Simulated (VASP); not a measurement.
# Re (Pm-3m) in VASP: further runs

Runs on Re. Level: r2SCAN. Tasks: relaxation of cell and atoms.

Everything below comes from runs of VASP 6.6.1. Logs are shortened: lines on timing, memory, paths and dates and some standing lists are left out, and cuts for length are marked.

## (1) The cell of the first run

The structure is cubic, space group Pm-3m (No. 221). The conventional cell has a = 2.530 Å, b = 2.530 Å, c = 2.530 Å, α = 90.00°, β = 90.00°, γ = 90.00°. Within 3.3 Å of Re (site symmetry m-3m) lie 6 Re at 2.53 Å.

## (2) Relaxation of cell and atoms, r2SCAN

POSCAR reads:

```
Re
1.0
    2.5300000000      0.0000000000      0.0000000000
    0.0000000000      2.5300000000      0.0000000000
    0.0000000000      0.0000000000      2.5300000000
Re
1
Direct
    0.0000000000      0.0000000000      0.0000000000
```

INCAR.step1 reads:

```
SYSTEM = Re
PREC = Accurate
ENCUT = 600
ISMEAR = -1
SIGMA = 0.05
LREAL = .False.
LASPH = .True.
NELM = 100
GGA = PE
ALGO = Normal
EDIFF = 1E-4
LWAVE = .True.
LCHARG = .False.
```

INCAR.step2 reads:

```
SYSTEM = Re
PREC = Accurate
ENCUT = 600
EDIFF = 1E-6
ISMEAR = -1
SIGMA = 0.05
LREAL = .False.
LASPH = .True.
NELM = 100
ALGO = Normal
ISIF = 3
LWAVE = .False.
LCHARG = .False.
METAGGA = R2SCAN
LMIXTAU = .True.
IBRION = 2
NSW = 60
EDIFFG = -0.02
ISTART = 1
```

KPOINTS reads:

```
regular mesh
0
Gamma
  7 7 7
  0 0 0
```

Potentials or basis: VASP PAW PBE potentials, release 64 (Re).

Run with:

```sh
$ cat potpaw_PBE.64/Re/POTCAR > POTCAR
$ cp INCAR.step1 INCAR
$ mpirun -np 1 vasp_std > vasp.out
$ cp INCAR.step2 INCAR
$ mpirun -np 1 vasp_std > vasp.out
```

OUTCAR:

```text
SYSTEM = Re
   PREC = Accurate
   ENCUT = 600
   EDIFF = 1E-6
   ISMEAR = -1
   LREAL = .False.
   LASPH = .True.
   NELM = 100
   ISIF = 3
   METAGGA = R2SCAN
   IBRION = 2
   NSW = 60
   EDIFFG = -0.02
   ISTART = 1

 ion  position               nearest neighbor table
   1  0.000  0.000  0.000-

  LATTYP: Found a simple cubic cell.
 ALAT       =     2.5300000000

  Lattice vectors:

 A1 = (   2.5300000000,   0.0000000000,   0.0000000000)
 A2 = (   0.0000000000,   2.5300000000,   0.0000000000)
 A3 = (   0.0000000000,   0.0000000000,   2.5300000000)

Analysis of symmetry for initial positions (statically):
=====================================================================
 Subroutine PRICEL returns:
 Original cell was already a primitive cell.

 Routine SETGRP: Setting up the symmetry group for a
 simple cubic supercell.

 Subroutine GETGRP returns: Found 48 space group operations
 (whereof 48 operations were pure point group operations)
 out of a pool of 48 trial point group operations.

The static configuration has the point symmetry O_h .

Analysis of symmetry for dynamics (positions and initial velocities):
=====================================================================
 Subroutine PRICEL returns:
 Original cell was already a primitive cell.

 Routine SETGRP: Setting up the symmetry group for a
 simple cubic supercell.

 Subroutine GETGRP returns: Found 48 space group operations
 (whereof 48 operations were pure point group operations)
 out of a pool of 48 trial point group operations.

The dynamic configuration has the point symmetry O_h .

 Subroutine INISYM returns: Found 48 space group operations
 (whereof 48 operations are pure point group operations),
 and found     1 'primitive' translations

----------------------------------------------------------------------------------------

                                     Primitive cell

  volume of cell :      16.1943

  direct lattice vectors                    reciprocal lattice vectors
     2.530000000  0.000000000  0.000000000     0.395256917  0.000000000  0.000000000
     0.000000000  2.530000000  0.000000000     0.000000000  0.395256917  0.000000000
     0.000000000  0.000000000  2.530000000     0.000000000  0.000000000  0.395256917

  length of vectors
     2.530000000  2.530000000  2.530000000     0.395256917  0.395256917  0.395256917

  position of ions in fractional coordinates (direct lattice)
     0.000000000  0.000000000  0.000000000

  ion indices of the primitive-cell ions
   primitive index   ion index
                 1           1

----------------------------------------------------------------------------------------

 KPOINTS: regular mesh

Automatic generation of k-mesh.
 Grid dimensions read from file:
 generate k-points for:    7    7    7

 Generating k-lattice:

  Cartesian coordinates                     Fractional coordinates (reciprocal lattice)
     0.056465274  0.000000000  0.000000000     0.142857143  0.000000000  0.000000000
     0.000000000  0.056465274  0.000000000     0.000000000  0.142857143  0.000000000
     0.000000000  0.000000000  0.056465274     0.000000000  0.000000000  0.142857143

  Length of vectors
     0.056465274  0.056465274  0.056465274

  Shift w.r.t. Gamma in fractional coordinates (k-lattice)
     0.000000000  0.000000000  0.000000000

 Subroutine IBZKPT returns following result:
 ===========================================

 Found     20 irreducible k-points:

 Following reciprocal coordinates:
            Coordinates               Weight
  0.000000  0.000000  0.000000      1.000000
  0.142857  0.000000  0.000000      6.000000
  0.285714  0.000000  0.000000      6.000000
  0.428571  0.000000  0.000000      6.000000
  0.142857  0.142857  0.000000     12.000000
  0.285714  0.142857  0.000000     24.000000
[... 12 lines left out ...]
  0.428571  0.428571  0.285714     24.000000
  0.428571  0.428571  0.428571      8.000000
   k-points           NKPTS =     20   k-points in BZ     NKDIM =     20   number of bands    NBANDS=      7
   number of dos      NEDOS =    301   number of ions     NIONS =      1
   total plane-waves  NPLWV =   8000
   dimension x,y,z NGX =    20 NGY =   20 NGZ =   20
   dimension x,y,z NGXF=    40 NGYF=   40 NGZF=   40
   ions per type =               1
   NGX,Y,Z   is equivalent  to a cutoff of  13.14, 13.14, 13.14 a.u.
   NGXF,Y,Z  is equivalent  to a cutoff of  26.28, 26.28, 26.28 a.u.
 SYSTEM =  Re
   PREC   = accura    normal or accurate (medium, high low for compatibility)
   ISTART =      1    job   : 0-new  1-cont  2-samecut
   ICHARG =      0    charge: 1-file 2-atom 10-const
   ISPIN  =      1    spin polarized calculation?
   LNONCOLLINEAR =      F non collinear calculations
   LSORBIT =      F    spin-orbit coupling
   LASPH  =      T    aspherical Exc in radial PAW
   ENCUT  =  600.0 eV  44.10 Ry    6.64 a.u.   5.05  5.05  5.05*2*pi/ulx,y,z
   NELM   =    100;   NELMIN=  2; NELMDL=  0     # of ELM steps
   EDIFF  = 0.1E-05   stopping-criterion for ELM
   LREAL  =      F    real-space projection
   EDIFFG = -.2E-01   stopping-criterion for IOM
   NSW    =     60    number of steps for IOM
   IBRION =      2    ionic relax: 0-MD 1-quasi-New 2-CG
   NFREE  =      1    steps in history (QN), initial steepest desc. (CG)
   ISIF   =      3    stress and relaxation
   ISYM   =      2    0-nonsym 1-usesym 2-fastsym
   POTIM  = 0.5000    time-step for ionic-motion
   TEBEG  =    0.0;   TEEND  =   0.0 temperature during run
   PSTRESS=    0.0 pullay stress
   NELECT =       7.0000    total number of electrons
   NUPDOWN=      -1.0000    fix difference up-down
   EMIN   =  10.00;   EMAX   =-10.00  energy-range for DOS
   EFERMI =   0.00;   METHOD = LEGACY
   ISMEAR =    -1;   SIGMA  =   0.05  broadening in eV -4-tet -1-fermi 0-gaus
   EFERMI_NEDOS =   21; number of points for ismear=-14 and -15
   IALGO  =     38    algorithm
   IMIX   =      4    mixing-type and parameters
     AMIX     =   0.40;   BMIX     =  1.00
     AMIX_MAG =   1.60;   BMIX_MAG =  1.00
  volume/ion in A,a.u.               =      16.19       109.28
  Fermi-wavevector in a.u.,A,eV,Ry     =   1.237809  2.339120 20.846456  1.532171
  Thomas-Fermi vector in A             =   2.372361
   LORBIT       =      0    0 simple, 1 ext, 2 COOP (PROOUT), +10 PAW based schemes
   METAGGA = R2SCAN    functional components
   LHFCALC =     F    Hartree Fock is set to
   AEXX    =    0.0000 exact exchange contribution
   IVDW    =     0    specifies the selected vdW correction
   LEPSILON=     F    determine dielectric tensor
   LRPA    =     F    only Hartree local field effects (RPA)
 conjugate gradient relaxation of ions
 non-spin polarized calculation
  energy-cutoff  :      600.00
  volume of cell :       16.19
 maximum number of plane-waves:       550
   NGX = 11   NGY = 11   NGZ = 11

--------------------------------------- Ionic step        1  -------------------------------------------

 number of electron       6.9999998 magnetization

 Free energy of the ion-electron system (eV)
  ---------------------------------------------------
  ext. energy  EPLUGINS =         0.00000000
  ---------------------------------------------------
  free energy    TOTEN  =       -50.97072956 eV

  energy without entropy =      -50.95355682  energy(sigma->0) =      -50.96214319

------------------------ aborting loop because EDIFF is reached ----------------------------------------

  FORCE on cell =-STRESS in cart. coord.  units (eV):
  Direction    XX          YY          ZZ          XY          YZ          ZX
  --------------------------------------------------------------------------------------
  -------------------------------------------------------------------------------------
  Total        1.3403984      1.3403984      1.3403984     -0.0000000      0.0000000      0.0000000
  in kB      132.6120303    132.6120303    132.6120303     -0.0000000      0.0000000      0.0000000
  external PRESSURE =     132.6120303 kB  Pullay stress =       0.0000000 kB

 VOLUME and BASIS-vectors are now :
 -----------------------------------------------------------------------------
  energy-cutoff  :      600.00
  volume of cell :       16.19
      direct lattice vectors                 reciprocal lattice vectors
     2.530000000  0.000000000  0.000000000     0.395256917  0.000000000  0.000000000
     0.000000000  2.530000000  0.000000000     0.000000000  0.395256917  0.000000000
     0.000000000  0.000000000  2.530000000     0.000000000  0.000000000  0.395256917
[... 71 lines left out ...]
 POSITION                                       TOTAL-FORCE (eV/Angst)
 -----------------------------------------------------------------------------------
      0.00000      0.00000      0.00000        -0.000000      0.000000      0.000000
 -----------------------------------------------------------------------------------
    total drift:                               -0.000000      0.000000     -0.000000

  FREE ENERGIE OF THE ION-ELECTRON SYSTEM (eV)
  ---------------------------------------------------
  free  energy   TOTEN  =       -51.0004433035 eV

  energy  without entropy=      -50.9864630681  energy(sigma->0) =      -50.99345319

--------------------------------------- Ionic step        4  -------------------------------------------

 number of electron       7.0000001 magnetization

 Free energy of the ion-electron system (eV)
  ---------------------------------------------------
  ext. energy  EPLUGINS =         0.00000000
  ---------------------------------------------------
  free energy    TOTEN  =       -51.00051576 eV

  energy without entropy =      -50.98638536  energy(sigma->0) =      -50.99345056

 E-fermi :   6.7504     XC(G=0): -13.8490

 val. band max:        6.7444050240   @ k =   0.4286   0.0000   0.0000
 cond. band min:       6.7752795467   @ k =   0.2857   0.1429   0.1429
 fundamental gap:      0.0308745227
 Fermi energy:         6.7504377714

 k-point     1 :       0.0000    0.0000    0.0000
  band No.  band energies     occupation
      1      -3.0257      2.00000
      2       0.8421      2.00000
      3       0.8422      2.00000
      4      10.3681      0.00000
      5      10.3681      0.00000
      6      10.3681      0.00000
      7      22.9536      0.00000

 k-point     2 :       0.1429    0.0000    0.0000
  band No.  band energies     occupation
      1      -2.3607      2.00000
      2       1.0117      2.00000
      3       1.5992      2.00000
      4       9.4464      0.00000
      5       9.4464      0.00000
      6      10.4388      0.00000
      7      19.9861      0.00000
[... 200 lines left out ...]
 POSITION                                       TOTAL-FORCE (eV/Angst)
 -----------------------------------------------------------------------------------
      0.00000      0.00000      0.00000        -0.000000      0.000000      0.000000
 -----------------------------------------------------------------------------------
    total drift:                               -0.000000      0.000000     -0.000000

  FREE ENERGIE OF THE ION-ELECTRON SYSTEM (eV)
  ---------------------------------------------------
  free  energy   TOTEN  =       -51.0005157628 eV

  energy  without entropy=      -50.9863853620  energy(sigma->0) =      -50.99345056

 reached required accuracy - stopping structural energy minimisation
```

Run time: 22 s. Hardware: 1 thread of AMD EPYC 9R45 (Zen 5), shared host; peak memory 0.1 GiB.

Results:

```
Free energy                            : -51.0005 eV
Relaxed volume                         : 16.94 Å³/atom
Relaxed cell                           : a = 2.568 Å, b = 2.568 Å, c = 2.568 Å, α = 90.00°, β = 90.00°, γ = 90.00°
Space group after relaxing (to 0.05 Å) : Pm-3m (No. 221)
Energy gained by relaxing              : 29.8 meV/atom
Ionic steps                            : 4
Pressure after relaxing                : 0.0 GPa
```

The path:
```tsv
step	energy change (eV)	largest force (eV/Å)	pressure (GPa)	volume (Å³)
1	0.0000	0.0000	13.26	16.19
2	0.2408	0.0000	-29.30	19.54
3	-0.0297	0.0000	-0.59	16.98
4	-0.0298	0.0000	0.00	16.94
```

Final structure:
```xyz
1
Lattice="2.5682 0.0000 0.0000 0.0000 2.5682 0.0000 0.0000 0.0000 2.5682" Properties=species:S:1:pos:R:3 pbc="T T T"
Re    0.0000    0.0000    0.0000
```

Caveat: the PAW data sets were made with another functional, which shifts forces and pressure a little; spin-orbit coupling is left out, which moves the levels of the heavy elements.

## (3) Relaxation of cell and atoms, r2SCAN, target pressure 10 GPa, at which the enthalpy is minimised

POSCAR is that of step 2.

Edit INCAR.step1 of step 2 so:

```diff
@@ -7,3 +7,3 @@
 LASPH = .True.
-NELM = 100
+NELM = 80
 GGA = PE
```

Edit INCAR.step2 of step 2 so:

```diff
@@ -3,3 +3,3 @@
 ENCUT = 600
-EDIFF = 1E-6
+EDIFF = 1E-7
 ISMEAR = -1
@@ -8,3 +8,3 @@
 LASPH = .True.
-NELM = 100
+NELM = 80
 ALGO = Normal
@@ -18,2 +18,3 @@
 EDIFFG = -0.02
+PSTRESS = 100.0
 ISTART = 1
```

KPOINTS reads:

```
Automatic mesh
0
Gamma
  7 7 7
  0 0 0
```

Potentials or basis: VASP PAW PBE potentials, release 64 (Re).

Run with:

```sh
$ cat potpaw_PBE.64/Re/POTCAR > POTCAR
$ cp INCAR.step1 INCAR
$ mpirun -np 1 vasp_std > vasp.out
$ cp INCAR.step2 INCAR
$ mpirun -np 1 vasp_std > vasp.out
```

Run time: 19 s. Hardware: 1 thread of AMD EPYC 9R45 (Zen 5), shared host; peak memory 0.1 GiB.

It converged, with:

```yaml
Free_energy: -50.9832 eV
Relaxed_volume: 16.37 Å³/atom
Relaxed_cell: a = 2.539 Å, b = 2.539 Å, c = 2.539 Å, α = 90.00°, β = 90.00°, γ = 90.00°
Space_group_after_relaxing_to_0.05_Å: Pm-3m (No. 221)
Energy_change_on_relaxing_the_enthalpy_is_what_falls: -12.5 meV/atom
Ionic_steps: 3
Pressure_after_relaxing: 10.0 GPa
```

Step by step:
| step | energy change (eV) | largest force (eV/Å) | pressure (GPa) | volume (Å³) |
| --- | --- | --- | --- | --- |
| 1 | 0.0000 | 0.0000 | 13.28 | 16.19 |
| 2 | -0.0297 | 0.0000 | -0.73 | 16.98 |
| 3 | -0.0125 | 0.0000 | 9.97 | 16.37 |

Final structure:
```
CELL_PARAMETERS angstrom
2.53896 0.00000 0.00000
0.00000 2.53896 0.00000
0.00000 0.00000 2.53896
ATOMIC_POSITIONS crystal
Re 0.00000 0.00000 0.00000
```

Levels at points of the mesh, in eV from the Fermi level:
```tsv
k point	band 1	band 2	band 3	band 4	band 5	band 6
(0.00, 0.00, 0.00)	-10.02	-6.16	-6.16	3.81	3.81	3.81
```

Caveat: the cell is relaxed towards a set pressure, so the enthalpy falls and the energy may rise; the PAW data sets were made with another functional, which shifts forces and pressure a little; spin-orbit coupling is left out, which moves the levels of the heavy elements.

## (4) Relaxation of cell and atoms, r2SCAN, target pressure 20 GPa, at which the enthalpy is minimised

POSCAR is that of step 3.

INCAR.step1 reads:

```
PREC = Accurate
ENCUT = 600
ISMEAR = -1
SIGMA = 0.05
LREAL = False
LASPH = True
NELM = 80
GGA = PE
ALGO = Normal
EDIFF = 1E-4
LWAVE = True
LCHARG = False
```

INCAR.step2 reads:

```
PREC = Accurate
ENCUT = 600
EDIFF = 1E-6
ISMEAR = -1
SIGMA = 0.05
LREAL = False
LASPH = True
NELM = 80
ALGO = Normal
ISIF = 3
LWAVE = False
LCHARG = False
METAGGA = R2SCAN
LMIXTAU = True
IBRION = 2
NSW = 60
EDIFFG = -0.02
PSTRESS = 200.0
ISTART = 1
```

KPOINTS reads:

```
regular mesh
0
Gamma
  7 7 7
```

Run with:

```sh
$ cat potpaw_PBE.64/Re/POTCAR > POTCAR
$ cp INCAR.step1 INCAR
$ mpirun -np 1 vasp_std > vasp.out
$ cp INCAR.step2 INCAR
$ mpirun -np 1 vasp_std > vasp.out
```

It took 17 s on 1 thread of AMD EPYC 9R45 (Zen 5), shared host; peak memory 0.1 GiB.

Results (log left out):

* Free energy: -50.9379 eV
* Relaxed volume: 15.87 Å³/atom
* Relaxed cell: a = 2.513 Å, b = 2.513 Å, c = 2.513 Å, α = 90.00°, β = 90.00°, γ = 90.00°
* Space group after relaxing (to 0.05 Å): Pm-3m (No. 221)
* Energy change on relaxing (the enthalpy is what falls): +32.8 meV/atom
* Ionic steps: 3
* Pressure after relaxing: 19.8 GPa

Step by step:
| step | energy change (eV) | largest force (eV/Å) | pressure (GPa) | volume (Å³) |
| --- | --- | --- | --- | --- |
| 1 | 0.0000 | 0.0000 | 13.26 | 16.19 |
| 2 | 0.2977 | 0.0000 | 51.56 | 14.65 |
| 3 | 0.0328 | 0.0000 | 19.82 | 15.87 |

Final structure:
```
Re
1.0
     2.51326    0.00000    0.00000
     0.00000    2.51326    0.00000
     0.00000    0.00000    2.51326
Re
1
Cartesian
  0.0000 0.0000 0.0000
```

Levels at points of the mesh, in eV from the Fermi level:
```tsv
k point	band 1	band 2	band 3	band 4	band 5	band 6
(0.00, 0.00, 0.00)	-10.24	-6.39	-6.39	3.97	3.97	3.97
```

Caveat: the cell is relaxed towards a set pressure, so the enthalpy falls and the energy may rise; the PAW data sets were made with another functional, which shifts forces and pressure a little; spin-orbit coupling is left out, which moves the levels of the heavy elements.

(Part 1 of 2 ends here.)
